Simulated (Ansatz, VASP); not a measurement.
Two plane-wave programs on GaN

Contents of POSCAR:

```
GaN
1.0
    0.0000000000      2.2535006075      2.2535006075
    2.2535006075      0.0000000000      2.2535006075
    2.2535006075      2.2535006075      0.0000000000
Ga N
1 1
Direct
    0.0000000000      0.0000000000      0.0000000000
    0.7225441195      0.7774558805      0.7500000000
```

File INCAR.step1:

```
PREC = Accurate ; ENCUT = 520
ISMEAR = 0 ; SIGMA = 0.05
LREAL = False ; LASPH = True
NELM = 80 ; NBANDS = 16
GGA = PE ; ALGO = Normal
EDIFF = 1E-4 ; LWAVE = True
LCHARG = False
```

The input INCAR.step2:

```
PREC = Accurate ; ENCUT = 520
EDIFF = 1E-6 ; ISMEAR = 0
SIGMA = 0.05 ; LREAL = False
LASPH = True ; NELM = 80
ALGO = Normal ; ISIF = 2
LWAVE = False ; LCHARG = False
METAGGA = R2SCAN ; LMIXTAU = True
NBANDS = 16 ; ISTART = 1
```

KPOINTS

```
regular mesh
0
Gamma
  10 10 10
```

Input for Ansatz:

```yaml
crystal:
  lattice:
    - [0.0, 2.2535006075, 2.2535006075]
    - [2.2535006075, 0.0, 2.2535006075]
    - [2.2535006075, 2.2535006075, 0.0]
  atoms:
    - { symbol: Ga, position: [0.0, 0.0, 0.0] }
    - { symbol: "N", position: [0.7225441195, 0.7774558805, 0.75] }
basis:
  ecutwfc: 500
kpoints:
  mp_grid: { grid: [10, 10, 10] }
hamiltonian:
  xc: r2scan
scf:
  occupations: { method: gaussian, width: 0.05 }
output:
  forces: true
  stress: true
  eigenvalues: true
```

Change from the starting cell: all N atoms moved +0.087 Å, as atom 2 along Cartesian [1 -1 0].

Alike in both runs: task single point; functional r2SCAN; k mesh 10 × 10 × 10; occupations gaussian, width 0.05 eV; no spin polarisation.

|  | VASP | Ansatz |
| --- | --- | --- |
| version | VASP 6.6.1 | Ansatz 0.2.0 |
| potentials or method | VASP PAW PBE potentials, release 64 (Ga_d, N), cutoff 520 eV | scalar-relativistic, plane waves, PAW |
| valence electrons in the cell | 18 | 18 |

```csv
,VASP,Ansatz,Ansatz less VASP
gap on the k mesh at the Fermi level (eV),1.97,1.98,+0.005
least direct gap on the mesh (eV),1.97,1.98,+0.005
pressure (GPa),0.8,-0.4,-1.20
"traceless stress, the component that is largest in VASP (GPa)",-3.78,-3.57,+0.208
rms of the force components (eV/Å),0.669,0.654,-0.0151
```

VASP's potentials were made for PBE, not for r2SCAN. Atom by atom the forces differ by 0.015 eV/Å (rms over components).
